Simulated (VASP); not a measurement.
# Cr (Fm-3m) in VASP: single point with PBE

Aim: the single point of Cr with PBE.

All numbers are computed with VASP 6.6.1; they aren't measurements. Logs are shortened: lines on timing, memory, paths and dates and some standing lists are left out, and cuts for length are marked.

### Step 1. The cell of the first run

It takes space group Fm-3m (No. 225, cubic). Conventional cell: a = 3.515 Å, b = 3.515 Å, c = 3.515 Å, α = 90.00°, β = 90.00°, γ = 90.00°. Cr (site symmetry m-3m) has 12 Cr at 2.49 Å within 3.3 Å.

### Step 2. Single point, PBE, collinear spin, zero start

File INCAR:

```
SYSTEM = Cr
PREC     = Accurate       ! precision mode
ENCUT    = 500            ! plane-wave cutoff, eV
EDIFF    = 1E-6           ! SCF threshold, eV
ISMEAR   = -1             ! smearing method
SIGMA    = 0.1            ! smearing width, eV
LREAL    = .FALSE.        ! projectors in reciprocal space
LASPH    = .TRUE.         ! aspherical terms in the spheres
NELM     = 200            ! most SCF steps
ALGO     = Normal         ! electronic algorithm
ISIF     = 2              ! what is computed and relaxed
LWAVE    = .FALSE.        ! write WAVECAR
LCHARG   = .FALSE.        ! write CHGCAR
ISPIN    = 2              ! spin polarisation
MAGMOM   = 0              ! initial moments
LORBIT   = 11             ! projections on sites
LMAXMIX  = 4              ! l up to which the mixer works
GGA      = PE             ! functional
NBANDS   = 16             ! bands
GGA_COMPAT= .FALSE.
```

File KPOINTS:

```
Automatic mesh
0
G
  8 8 8
  0 0 0
```

File POSCAR:

```
Cr
1.0
    0.0000000000      1.7574380000      1.7574380000
    1.7574380000      0.0000000000      1.7574380000
    1.7574380000      1.7574380000      0.0000000000
Cr
1
Direct
    0.0000000000      0.0000000000      0.0000000000
```

Potentials or basis: VASP PAW PBE potentials, release 64 (Cr_pv).

Started as:

```console
$ cat potpaw_PBE.64/Cr_pv/POTCAR > POTCAR
$ mpirun -np 1 vasp_std > vasp.out
```

OUTCAR:

```text
SYSTEM = Cr
   PREC = Accurate
   ENCUT = 500
   EDIFF = 1E-6
   ISMEAR = -1
   LREAL = .FALSE.
   LASPH = .TRUE.
   NELM = 200
   ISIF = 2
   ISPIN = 2
   LORBIT = 11
   GGA = PE

 ion  position               nearest neighbor table
   1  0.000  0.000  0.000-

  LATTYP: Found a face centered cubic cell.
 ALAT       =     3.5148760000

  Lattice vectors:

 A1 = (   0.0000000000,   1.7574380000,   1.7574380000)
 A2 = (   1.7574380000,   0.0000000000,   1.7574380000)
 A3 = (   1.7574380000,   1.7574380000,   0.0000000000)

Analysis of symmetry for initial positions (statically):
=====================================================================
 Subroutine PRICEL returns:
 Original cell was already a primitive cell.

 Routine SETGRP: Setting up the symmetry group for a
 face centered cubic supercell.

 Subroutine GETGRP returns: Found 48 space group operations
 (whereof 48 operations were pure point group operations)
 out of a pool of 48 trial point group operations.

The static configuration has the point symmetry O_h .

Analysis of symmetry for dynamics (positions and initial velocities):
=====================================================================
 Subroutine PRICEL returns:
 Original cell was already a primitive cell.

 Routine SETGRP: Setting up the symmetry group for a
 face centered cubic supercell.

 Subroutine GETGRP returns: Found 48 space group operations
 (whereof 48 operations were pure point group operations)
 out of a pool of 48 trial point group operations.

The dynamic configuration has the point symmetry O_h .

Analysis of structural, dynamic, and magnetic symmetry:
=====================================================================
 Subroutine PRICEL returns:
 Original cell was already a primitive cell.

 Routine SETGRP: Setting up the symmetry group for a
 face centered cubic supercell.

 Subroutine GETGRP returns: Found 48 space group operations
 (whereof 48 operations were pure point group operations)
 out of a pool of 48 trial point group operations.

The overall configuration has the point symmetry O_h .

 Subroutine INISYM returns: Found 48 space group operations
 (whereof 48 operations are pure point group operations),
 and found     1 'primitive' translations

----------------------------------------------------------------------------------------

                                     Primitive cell

  volume of cell :      10.8560

  direct lattice vectors                    reciprocal lattice vectors
     0.000000000  1.757438000  1.757438000    -0.284505058  0.284505058  0.284505058
     1.757438000  0.000000000  1.757438000     0.284505058 -0.284505058  0.284505058
     1.757438000  1.757438000  0.000000000     0.284505058  0.284505058 -0.284505058

  length of vectors
     2.485392655  2.485392655  2.485392655     0.492777215  0.492777215  0.492777215

  position of ions in fractional coordinates (direct lattice)
     0.000000000  0.000000000  0.000000000

  ion indices of the primitive-cell ions
   primitive index   ion index
                 1           1

----------------------------------------------------------------------------------------

 KPOINTS: Automatic mesh

Automatic generation of k-mesh.
 Grid dimensions read from file:
 generate k-points for:    8    8    8

 Generating k-lattice:

  Cartesian coordinates                     Fractional coordinates (reciprocal lattice)
    -0.035563132  0.035563132  0.035563132     0.125000000  0.000000000  0.000000000
     0.035563132 -0.035563132  0.035563132     0.000000000  0.125000000  0.000000000
     0.035563132  0.035563132 -0.035563132     0.000000000  0.000000000  0.125000000

  Length of vectors
     0.061597152  0.061597152  0.061597152

  Shift w.r.t. Gamma in fractional coordinates (k-lattice)
     0.000000000  0.000000000  0.000000000

 Subroutine IBZKPT returns following result:
 ===========================================

 Found     29 irreducible k-points:

 Following reciprocal coordinates:
            Coordinates               Weight
  0.000000  0.000000  0.000000      1.000000
  0.125000  0.000000  0.000000      8.000000
  0.250000  0.000000  0.000000      8.000000
  0.375000  0.000000  0.000000      8.000000
  0.500000  0.000000  0.000000      4.000000
  0.125000  0.125000  0.000000      6.000000
[... 16 lines left out ...]
  0.500000  0.250000  0.125000     48.000000
 -0.375000  0.250000  0.125000     24.000000
 [... further k-points ...]
   k-points           NKPTS =     29   k-points in BZ     NKDIM =     29   number of bands    NBANDS=     16
   number of dos      NEDOS =    301   number of ions     NIONS =      1
   total plane-waves  NPLWV =   5832
   dimension x,y,z NGX =    18 NGY =   18 NGZ =   18
   dimension x,y,z NGXF=    36 NGYF=   36 NGZF=   36
   ions per type =               1
   NGX,Y,Z   is equivalent  to a cutoff of  12.04, 12.04, 12.04 a.u.
   NGXF,Y,Z  is equivalent  to a cutoff of  24.08, 24.08, 24.08 a.u.
 SYSTEM =  Cr
   PREC   = accura    normal or accurate (medium, high low for compatibility)
   ISTART =      0    job   : 0-new  1-cont  2-samecut
   ICHARG =      2    charge: 1-file 2-atom 10-const
   ISPIN  =      2    spin polarized calculation?
   LNONCOLLINEAR =      F non collinear calculations
   LSORBIT =      F    spin-orbit coupling
   LASPH  =      T    aspherical Exc in radial PAW
   ENCUT  =  500.0 eV  36.75 Ry    6.06 a.u.   4.53  4.53  4.53*2*pi/ulx,y,z
   NELM   =    200;   NELMIN=  2; NELMDL= -5     # of ELM steps
   EDIFF  = 0.1E-05   stopping-criterion for ELM
   LREAL  =      F    real-space projection
   EDIFFG = 0.1E-04   stopping-criterion for IOM
   NSW    =      0    number of steps for IOM
   IBRION =     -1    ionic relax: 0-MD 1-quasi-New 2-CG
   NFREE  =      0    steps in history (QN), initial steepest desc. (CG)
   ISIF   =      2    stress and relaxation
   ISYM   =      2    0-nonsym 1-usesym 2-fastsym
   POTIM  = 0.5000    time-step for ionic-motion
   TEBEG  =    0.0;   TEEND  =   0.0 temperature during run
   PSTRESS=    0.0 pullay stress
   NELECT =      12.0000    total number of electrons
   NUPDOWN=      -1.0000    fix difference up-down
   EMIN   =  10.00;   EMAX   =-10.00  energy-range for DOS
   EFERMI =   0.00;   METHOD = LEGACY
   ISMEAR =    -1;   SIGMA  =   0.10  broadening in eV -4-tet -1-fermi 0-gaus
   EFERMI_NEDOS =   21; number of points for ismear=-14 and -15
   IALGO  =     38    algorithm
   IMIX   =      4    mixing-type and parameters
     AMIX     =   0.40;   BMIX     =  1.00
     AMIX_MAG =   1.60;   BMIX_MAG =  1.00
  volume/ion in A,a.u.               =      10.86        73.26
  Fermi-wavevector in a.u.,A,eV,Ry     =   1.692694  3.198729 38.983610  2.865214
  Thomas-Fermi vector in A             =   2.774235
   LORBIT       =     11    0 simple, 1 ext, 2 COOP (PROOUT), +10 PAW based schemes
   GGA     = PE    functional components
   LHFCALC =     F    Hartree Fock is set to
   AEXX    =    0.0000 exact exchange contribution
   IVDW    =     0    specifies the selected vdW correction
   LEPSILON=     F    determine dielectric tensor
   LRPA    =     F    only Hartree local field effects (RPA)
 spin polarized calculation
  energy-cutoff  :      500.00
  volume of cell :       10.86
 maximum number of plane-waves:       290
   NGX =  9   NGY =  9   NGZ =  9

 number of electron      11.9999989 magnetization       0.0000019

 number of electron      11.9999989 magnetization      -0.0000006

 Free energy of the ion-electron system (eV)
  ---------------------------------------------------
  ext. energy  EPLUGINS =         0.00000000
  ---------------------------------------------------
  free energy    TOTEN  =        -9.07025088 eV

  energy without entropy =       -9.00877853  energy(sigma->0) =       -9.03951471

 E-fermi :  11.5476     XC(G=0): -14.0260

 val. band max:       11.4877744801   @ k =  -0.3750   0.3750   0.0000
 cond. band min:      11.6366929643   @ k =   0.3750   0.1250   0.0000
 fundamental gap:      0.1489184842
 Fermi energy:        11.5475816460

 spin component 1

 k-point     1 :       0.0000    0.0000    0.0000
  band No.  band energies     occupation
      1     -30.6245      1.00000
      2     -30.6245      1.00000
      3     -30.6245      1.00000
      4       3.8212      1.00000
      5      11.0805      0.99072
      6      11.0805      0.99072
[... 8 lines left out ...]
     15      43.3731      0.00000
     16      44.7739      0.00000

 k-point     2 :       0.1250    0.0000    0.0000
  band No.  band energies     occupation
      1     -30.7952      1.00000
      2     -30.6454      1.00000
      3     -30.6454      1.00000
      4       4.4896      1.00000
      5      10.7717      0.99957
      6      11.2869      0.93133
[... 8 lines left out ...]
     15      43.2560      0.00000
     16      44.4624      0.00000
[... 387 lines left out ...]
      5       9.6060      1.00000
      6      10.3714      0.99999
[... 8 lines left out ...]
     15      41.7949      0.00000
     16      47.2267      0.00000

 k-point    24 :      -0.3750    0.2500    0.1250
  band No.  band energies     occupation
      1     -31.5853      1.00000
      2     -31.0589      1.00000
      3     -30.8577      1.00000
      4       8.5518      1.00000
      5       9.4423      1.00000
      6      10.7969      0.99945
[... 8 lines left out ...]
     15      42.2931      0.00000
     16      47.5790      0.00000

 [... further k-points ...]

 spin component 2

 k-point     1 :       0.0000    0.0000    0.0000
  band No.  band energies     occupation
      1     -30.6245      1.00000
      2     -30.6245      1.00000
      3     -30.6245      1.00000
      4       3.8212      1.00000
      5      11.0805      0.99072
      6      11.0805      0.99072
[... 8 lines left out ...]
     15      43.3731      0.00000
     16      44.7739      0.00000

 k-point     2 :       0.1250    0.0000    0.0000
  band No.  band energies     occupation
      1     -30.7952      1.00000
      2     -30.6454      1.00000
      3     -30.6454      1.00000
      4       4.4896      1.00000
      5      10.7717      0.99957
      6      11.2869      0.93133
[... 8 lines left out ...]
     15      43.2560      0.00000
     16      44.4624      0.00000
[... 387 lines left out ...]
      5       9.6060      1.00000
      6      10.3714      0.99999
[... 8 lines left out ...]
     15      41.7949      0.00000
     16      47.2267      0.00000

 k-point    24 :      -0.3750    0.2500    0.1250
  band No.  band energies     occupation
      1     -31.5853      1.00000
      2     -31.0589      1.00000
      3     -30.8577      1.00000
      4       8.5518      1.00000
      5       9.4423      1.00000
      6      10.7969      0.99945
[... 8 lines left out ...]
     15      42.2930      0.00000
     16      47.5790      0.00000

 [... further k-points ...]
[... 5 lines left out ...]
  --------------------------------------------------------------------------------------
  -------------------------------------------------------------------------------------
  Total        1.8192924      1.8192924      1.8192924     -0.0000000      0.0000000      0.0000000
  in kB      268.4992317    268.4992317    268.4992317     -0.0000000      0.0000000      0.0000000
  external PRESSURE =     268.4992317 kB  Pullay stress =       0.0000000 kB

 VOLUME and BASIS-vectors are now :
 -----------------------------------------------------------------------------
  energy-cutoff  :      500.00
  volume of cell :       10.86
      direct lattice vectors                 reciprocal lattice vectors
     0.000000000  1.757438000  1.757438000    -0.284505058  0.284505058  0.284505058
     1.757438000  0.000000000  1.757438000     0.284505058 -0.284505058  0.284505058
     1.757438000  1.757438000  0.000000000     0.284505058  0.284505058 -0.284505058

 POSITION                                       TOTAL-FORCE (eV/Angst)
 -----------------------------------------------------------------------------------
      0.00000      0.00000      0.00000         0.000000      0.000000      0.000000
 -----------------------------------------------------------------------------------
    total drift:                                0.000000      0.000000      0.000000

  FREE ENERGIE OF THE ION-ELECTRON SYSTEM (eV)
  ---------------------------------------------------
  free  energy   TOTEN  =        -9.0702508810 eV

  energy  without entropy=       -9.0087785303  energy(sigma->0) =       -9.03951471

 total charge

# of ion       s       p       d       tot
------------------------------------------
    1        0.479   6.437   4.298  11.213

 magnetization (x)

# of ion       s       p       d       tot
------------------------------------------
    1       -0.000  -0.000   0.000   0.000
```

Wall time 19 s (1 thread of Intel Xeon 8259CL, shared host); peak memory 0.12 GiB.

What came out:

```
Free energy                                           : -9.0703 eV
Pressure                                              : 26.8 GPa
Band gap on the k mesh                                : zero (filled and empty bands overlap)
Net moment                                            : 0.00 μB per cell
Valence electrons inside the program's atomic spheres : Cr 11.21
```

Levels at points of the mesh, in eV from the Fermi level:
Spin up:
| k point | band 4 | band 5 | band 6 | band 7 | band 8 | band 9 |
| --- | --- | --- | --- | --- | --- | --- |
| (0.00, 0.00, 0.00) | -7.73 | -0.47 | -0.47 | -0.47 | 1.53 | 1.53 |
| (0.50, 0.00, 0.00) | -4.23 | -0.61 | -0.61 | 1.12 | 2.89 | 2.89 |
| (0.50, 0.50, 0.00) | -4.58 | -3.67 | 2.86 | 3.25 | 3.25 | 4.25 |
Spin down:
| k point | band 3 | band 4 | band 5 | band 6 | band 7 | band 8 | band 9 | band 10 |
| --- | --- | --- | --- | --- | --- | --- | --- | --- |
| (0.00, 0.00, 0.00) | -42.17 | -7.73 | -0.47 | -0.47 | -0.47 | 1.53 | 1.53 | 7.63 |
| (0.50, 0.00, 0.00) | -42.31 | -4.23 | -0.61 | -0.61 | 1.12 | 2.89 | 2.89 | 7.63 |
| (0.50, 0.50, 0.00) | -42.56 | -4.58 | -3.67 | 2.86 | 3.25 | 3.25 | 4.25 | 7.63 |

Caveat: the k points lie up to 0.39 Å⁻¹ apart.
